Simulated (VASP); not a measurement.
# AlN (Cc) in VASP: single point with PBE

Aim: the single point of AlN with PBE.

All numbers are computed with VASP 6.6.1; they aren't measurements. Logs are shortened: lines on timing, memory, paths and dates and some standing lists are left out, and cuts for length are marked.

### 1 The cell of the first run

It takes space group Cc (No. 9, monoclinic). Conventional cell: a = 3.401 Å, b = 5.808 Å, c = 4.304 Å, α = 90.00°, β = 90.67°, γ = 90.00°. Within 2.4 Å of Al (site symmetry 1) lie 5 N at 1.77 to 2.17 Å. Within 2.4 Å of N (site symmetry 1) lie 5 Al at 1.77 to 2.17 Å.

### 2 Single point, PBE (strained and its atoms moved)

Input file INCAR:

```
SYSTEM = AlN
PREC = Accurate ; ENCUT = 520
EDIFF = 1E-7 ; ISMEAR = 0
SIGMA = 0.02 ; LREAL = .False.
LASPH = .True. ; NELM = 80
ALGO = Normal ; ISIF = 2
LWAVE = .False. ; LCHARG = .False.
GGA = PE ; NBANDS = 16
```

Input file KPOINTS:

```
Automatic mesh
0
Gamma
  9 9 6
  0 0 0
```

Input file POSCAR:

```
AlN
1.0
    3.4014103822      0.0000000000     -0.0199389368
   -1.7007051911      2.9040016072      0.0099694684
   -0.0252091293      0.0000000000      4.3043122564
Al N
2 2
Direct
    0.3357164743      0.6327398452      0.7516706993
    0.7029766391      0.3672601548      0.2516706993
    0.3057737449      0.6502406133      0.2483293007
    0.6555331416      0.3497593867      0.7483293007
```

Potentials or basis: VASP PAW PBE potentials, release 64 (Al, N).

Started as:

```sh
cat potpaw_PBE.64/Al/POTCAR potpaw_PBE.64/N/POTCAR > POTCAR
mpirun -np 1 vasp_std > vasp.out
```

OUTCAR:

```text
SYSTEM = AlN
   PREC = Accurate
   ENCUT = 520
   EDIFF = 1E-7
   ISMEAR = 0
   LREAL = .False.
   LASPH = .True.
   NELM = 80
   ISIF = 2
   GGA = PE

 ion  position               nearest neighbor table
   1  0.336  0.633  0.752-   4 1.77   4 2.01   4 2.09   3 2.14   3 2.17   2 2.83   2 2.83   2 2.86
                             2 2.86   2 3.03   2 3.03
   2  0.703  0.367  0.252-   3 1.77   3 2.01   3 2.09   4 2.14   4 2.17   1 2.83   1 2.83   1 2.86
                             1 2.86   1 3.03   1 3.03
   3  0.306  0.650  0.248-   2 1.77   2 2.01   2 2.09   1 2.14   1 2.17
   4  0.656  0.350  0.748-   1 1.77   1 2.01   1 2.09   2 2.14   2 2.17

  LATTYP: Found a base centered monoclinic cell.
 ALAT       =     3.4014688223
 B/A-ratio  =     1.7074985889
 C/A-ratio  =     1.2654492227
 COS(beta)  =    -0.0117182740

  Lattice vectors:

 A1 = (   1.7007051911,  -2.9040016072,  -0.0099694684)
 A2 = (   1.7007051911,   2.9040016072,  -0.0099694684)
 A3 = (  -0.0252091293,   0.0000000000,   4.3043122564)

Analysis of symmetry for initial positions (statically):
=====================================================================
 Subroutine PRICEL returns:
 Original cell was already a primitive cell.

 Routine SETGRP: Setting up the symmetry group for a
 base centered monoclinic supercell.

 Subroutine GETGRP returns: Found  2 space group operations
 (whereof  1 operations were pure point group operations)
 out of a pool of  4 trial point group operations.

The static configuration has the point symmetry C_1 .
 The point group associated with its full space group is C_1h.

Analysis of symmetry for dynamics (positions and initial velocities):
=====================================================================
 Subroutine PRICEL returns:
 Original cell was already a primitive cell.

 Routine SETGRP: Setting up the symmetry group for a
 base centered monoclinic supercell.

 Subroutine GETGRP returns: Found  2 space group operations
 (whereof  1 operations were pure point group operations)
 out of a pool of  4 trial point group operations.

The dynamic configuration has the point symmetry C_1 .
 The point group associated with its full space group is C_1h.

 Subroutine INISYM returns: Found  2 space group operations
 (whereof  1 operations are pure point group operations),
 and found     1 'primitive' translations

----------------------------------------------------------------------------------------

                                     Primitive cell

  volume of cell :      42.5153

  direct lattice vectors                    reciprocal lattice vectors
     3.401410382  0.000000000 -0.019938937     0.294005786  0.172176213  0.001721908
    -1.700705191  2.904001607  0.009969468     0.000000000  0.344352427  0.000000000
    -0.025209129  0.000000000  4.304312256     0.001361928  0.000000000  0.232333129

  length of vectors
     3.401468822  3.365371134  4.304386077     0.340715447  0.344352427  0.232337120

  position of ions in fractional coordinates (direct lattice)
     0.335716474  0.632739845  0.751670699
     0.702976639  0.367260155  0.251670699
     0.305773745  0.650240613  0.248329301
     0.655533142  0.349759387  0.748329301

  ion indices of the primitive-cell ions
   primitive index   ion index
                 1           1
                 2           2
                 3           3
                 4           4

----------------------------------------------------------------------------------------

 KPOINTS: Automatic mesh

Automatic generation of k-mesh.
 Grid dimensions read from file:
 generate k-points for:    9    9    6

 Generating k-lattice:

  Cartesian coordinates                     Fractional coordinates (reciprocal lattice)
     0.032667310  0.019130690  0.000191323     0.111111111 -0.000000000  0.000000000
     0.000000000  0.038261381  0.000000000     0.000000000  0.111111111  0.000000000
     0.000226988  0.000000000  0.038722188     0.000000000 -0.000000000  0.166666667

  Length of vectors
     0.037857272  0.038261381  0.038722853

  Shift w.r.t. Gamma in fractional coordinates (k-lattice)
     0.000000000  0.000000000  0.000000000

 Subroutine IBZKPT returns following result:
 ===========================================

 Found    140 irreducible k-points:

 Following reciprocal coordinates:
            Coordinates               Weight
  0.000000  0.000000  0.000000      1.000000
  0.111111 -0.000000 -0.000000      4.000000
  0.222222  0.000000  0.000000      4.000000
  0.333333 -0.000000 -0.000000      4.000000
  0.444444  0.000000  0.000000      4.000000
  0.000000  0.111111  0.000000      2.000000
[... 16 lines left out ...]
  0.333333  0.333333 -0.000000      2.000000
  0.000000  0.444444  0.000000      2.000000
 [... further k-points ...]
   k-points           NKPTS =    140   k-points in BZ     NKDIM =    140   number of bands    NBANDS=     16
   number of dos      NEDOS =    301   number of ions     NIONS =      4
   total plane-waves  NPLWV =  25088
   dimension x,y,z NGX =    28 NGY =   28 NGZ =   32
   dimension x,y,z NGXF=    56 NGYF=   56 NGZF=   64
   ions per type =               2   2
   NGX,Y,Z   is equivalent  to a cutoff of  13.68, 13.83, 12.36 a.u.
   NGXF,Y,Z  is equivalent  to a cutoff of  27.37, 27.66, 24.72 a.u.
 SYSTEM =  AlN
   PREC   = accura    normal or accurate (medium, high low for compatibility)
   ISTART =      0    job   : 0-new  1-cont  2-samecut
   ICHARG =      2    charge: 1-file 2-atom 10-const
   ISPIN  =      1    spin polarized calculation?
   LNONCOLLINEAR =      F non collinear calculations
   LSORBIT =      F    spin-orbit coupling
   LASPH  =      T    aspherical Exc in radial PAW
   ENCUT  =  520.0 eV  38.22 Ry    6.18 a.u.   6.32  6.26  8.00*2*pi/ulx,y,z
   NELM   =     80;   NELMIN=  2; NELMDL= -5     # of ELM steps
   EDIFF  = 0.1E-06   stopping-criterion for ELM
   LREAL  =      F    real-space projection
   EDIFFG = 0.1E-05   stopping-criterion for IOM
   NSW    =      0    number of steps for IOM
   IBRION =     -1    ionic relax: 0-MD 1-quasi-New 2-CG
   NFREE  =      0    steps in history (QN), initial steepest desc. (CG)
   ISIF   =      2    stress and relaxation
   ISYM   =      2    0-nonsym 1-usesym 2-fastsym
   POTIM  = 0.5000    time-step for ionic-motion
   TEBEG  =    0.0;   TEEND  =   0.0 temperature during run
   PSTRESS=    0.0 pullay stress
   NELECT =      16.0000    total number of electrons
   NUPDOWN=      -1.0000    fix difference up-down
   EMIN   =  10.00;   EMAX   =-10.00  energy-range for DOS
   EFERMI =   0.00;   METHOD = LEGACY
   ISMEAR =     0;   SIGMA  =   0.02  broadening in eV -4-tet -1-fermi 0-gaus
   EFERMI_NEDOS =   21; number of points for ismear=-14 and -15
   IALGO  =     38    algorithm
   IMIX   =      4    mixing-type and parameters
     AMIX     =   0.40;   BMIX     =  1.00
     AMIX_MAG =   1.60;   BMIX_MAG =  1.00
  volume/ion in A,a.u.               =      10.63        71.73
  Fermi-wavevector in a.u.,A,eV,Ry     =   1.181952  2.233566 19.007488  1.397011
  Thomas-Fermi vector in A             =   2.318216
   LORBIT       =      0    0 simple, 1 ext, 2 COOP (PROOUT), +10 PAW based schemes
   GGA     = PE    functional components
   LHFCALC =     F    Hartree Fock is set to
   AEXX    =    0.0000 exact exchange contribution
   IVDW    =     0    specifies the selected vdW correction
   LEPSILON=     F    determine dielectric tensor
   LRPA    =     F    only Hartree local field effects (RPA)
 non-spin polarized calculation
 Gauss-broadening in eV      SIGMA  =   0.02
  energy-cutoff  :      520.00
  volume of cell :       42.52
 maximum number of plane-waves:      1160
 NGX is ok and might be reduce to    28
   NGX = 13   NGY = 13   NGZ = 17

 number of electron      16.0000000 magnetization

 Free energy of the ion-electron system (eV)
  ---------------------------------------------------
  ext. energy  EPLUGINS =         0.00000000
  ---------------------------------------------------
  free energy    TOTEN  =       -28.69001108 eV

  energy without entropy =      -28.69001108  energy(sigma->0) =      -28.69001108

 E-fermi :   7.3188     XC(G=0): -10.8675

 val. band max:        7.2066430782   @ k =   0.0000   0.0000   0.0000
 cond. band min:       9.8959703275   @ k =   0.0000   0.0000   0.0000
 fundamental gap:      2.6893272493
 Fermi energy:         7.3188043012

 k-point     1 :       0.0000    0.0000    0.0000
  band No.  band energies     occupation
      1      -9.0830      2.00000
      2      -5.8511      2.00000
      3       0.7287      2.00000
      4       3.7199      2.00000
      5       4.5405      2.00000
      6       5.5391      2.00000
[... 8 lines left out ...]
     15      18.4143      0.00000
     16      18.4697      0.00000

 k-point     2 :       0.1111   -0.0000   -0.0000
  band No.  band energies     occupation
      1      -8.9519      2.00000
      2      -5.8477      2.00000
      3       0.8751      2.00000
      4       3.3443      2.00000
      5       4.2577      2.00000
      6       5.0879      2.00000
[... 8 lines left out ...]
     15      18.3070      0.00000
     16      18.5331      0.00000

 k-point     3 :       0.2222    0.0000    0.0000
  band No.  band energies     occupation
      1      -8.5761      2.00000
      2      -5.8789      2.00000
      3       1.3033      2.00000
      4       2.4487      2.00000
      5       3.7495      2.00000
      6       4.1916      2.00000
[... 8 lines left out ...]
     15      17.8105      0.00000
     16      18.8553      0.00000

 k-point     4 :       0.3333   -0.0000   -0.0000
  band No.  band energies     occupation
      1      -8.0166      2.00000
      2      -6.0450      2.00000
      3       1.5769      2.00000
      4       1.9734      2.00000
      5       3.2043      2.00000
      6       3.5349      2.00000
[... 8 lines left out ...]
     15      18.4726      0.00000
     16      19.1546      0.00000

 k-point     5 :       0.4444    0.0000    0.0000
  band No.  band energies     occupation
      1      -7.4400      2.00000
      2      -6.3709      2.00000
      3       1.1005      2.00000
      4       2.6791      2.00000
      5       2.8177      2.00000
      6       3.2737      2.00000
[... 8 lines left out ...]
     15      19.3770      0.00000
     16      19.8761      0.00000

 k-point     6 :       0.0000    0.1111    0.0000
  band No.  band energies     occupation
      1      -8.9559      2.00000
      2      -5.8369      2.00000
      3       0.8695      2.00000
      4       3.5278      2.00000
      5       3.9978      2.00000
      6       5.4141      2.00000
[... 8 lines left out ...]
     15      18.1664      0.00000
     16      18.7080      0.00000
[... 267 lines left out ...]
 k-point    21 :       0.1111    0.3333   -0.0000
  band No.  band energies     occupation
      1      -7.7419      2.00000
      2      -6.0363      2.00000
      3       1.2277      2.00000
      4       2.2897      2.00000
      5       2.5766      2.00000
      6       3.7267      2.00000
[... 8 lines left out ...]
     15      19.1928      0.00000
     16      19.7833      0.00000

 k-point    22 :       0.2222    0.3333    0.0000
  band No.  band energies     occupation
      1      -7.3162      2.00000
      2      -6.2803      2.00000
      3       0.9868      2.00000
      4       2.3901      2.00000
      5       2.8548      2.00000
      6       3.4057      2.00000
[... 8 lines left out ...]
     15      19.1060      0.00000
     16      19.5026      0.00000

 k-point    23 :       0.3333    0.3333   -0.0000
  band No.  band energies     occupation
      1      -6.8981      2.00000
      2      -6.6489      2.00000
      3       0.9163      2.00000
      4       2.6344      2.00000
      5       2.8711      2.00000
      6       3.4791      2.00000
[... 8 lines left out ...]
     15      18.7138      0.00000
     16      18.9632      0.00000

 k-point    24 :       0.0000    0.4444    0.0000
  band No.  band energies     occupation
      1      -7.6177      2.00000
      2      -6.0888      2.00000
      3       0.9591      2.00000
      4       2.4414      2.00000
      5       2.7660      2.00000
      6       3.4885      2.00000
[... 8 lines left out ...]
     15      19.6411      0.00000
     16      20.0280      0.00000

 [... further k-points ...]
[... 5 lines left out ...]
  --------------------------------------------------------------------------------------
  -------------------------------------------------------------------------------------
  Total        1.0669583     -3.6209102     -2.9891274      0.0000000      0.0000000      0.5921238
  in kB       40.2080735   -136.4531570   -112.6445714      0.0000000      0.0000000     22.3140489
  external PRESSURE =     -69.6298850 kB  Pullay stress =       0.0000000 kB

 VOLUME and BASIS-vectors are now :
 -----------------------------------------------------------------------------
  energy-cutoff  :      520.00
  volume of cell :       42.52
      direct lattice vectors                 reciprocal lattice vectors
     3.401410382  0.000000000 -0.019938937     0.294005786  0.172176213  0.001721908
    -1.700705191  2.904001607  0.009969468     0.000000000  0.344352427  0.000000000
    -0.025209129  0.000000000  4.304312256     0.001361928  0.000000000  0.232333129

 POSITION                                       TOTAL-FORCE (eV/Angst)
 -----------------------------------------------------------------------------------
      0.04686      1.83748      3.23504        -2.543660      1.815968      0.018744
      1.76017      1.06652      1.07291        -2.543660     -1.815968      0.018744
     -0.07207      1.88830      1.06927         2.543660      1.537331     -0.018744
      1.61603      1.01570      3.21146         2.543660     -1.537331     -0.018744
 -----------------------------------------------------------------------------------
    total drift:                               -0.000120      0.000007     -0.000047

  FREE ENERGIE OF THE ION-ELECTRON SYSTEM (eV)
  ---------------------------------------------------
  free  energy   TOTEN  =       -28.6900110842 eV

  energy  without entropy=      -28.6900110842  energy(sigma->0) =      -28.69001108
```

Run time: 2 min. Hardware: 1 thread of AMD EPYC 7R13, shared host; peak memory 0.18 GiB.

Results:

```yaml
Free_energy: -28.6900 eV
Pressure: -7.0 GPa
Largest_force: 3.125 eV/Å
Band_gap_on_the_k_mesh: 2.69 eV
```

Forces on the atoms (eV/Å):
```
Al  -2.544  1.816  0.019
Al  -2.544 -1.816  0.019
N    2.544  1.537 -0.019
N    2.544 -1.537 -0.019
```

Stress tensor (GPa, compression positive):
```
  4.02   0.00   2.23
  0.00 -13.65   0.00
  2.23   0.00 -11.26
```

Caveat: the cell differs from its parent crystal (strained and its atoms moved); the cell stands under tension; forces of over 1 eV/Å act on the atoms, so gaps and moduli don't describe the material at rest.
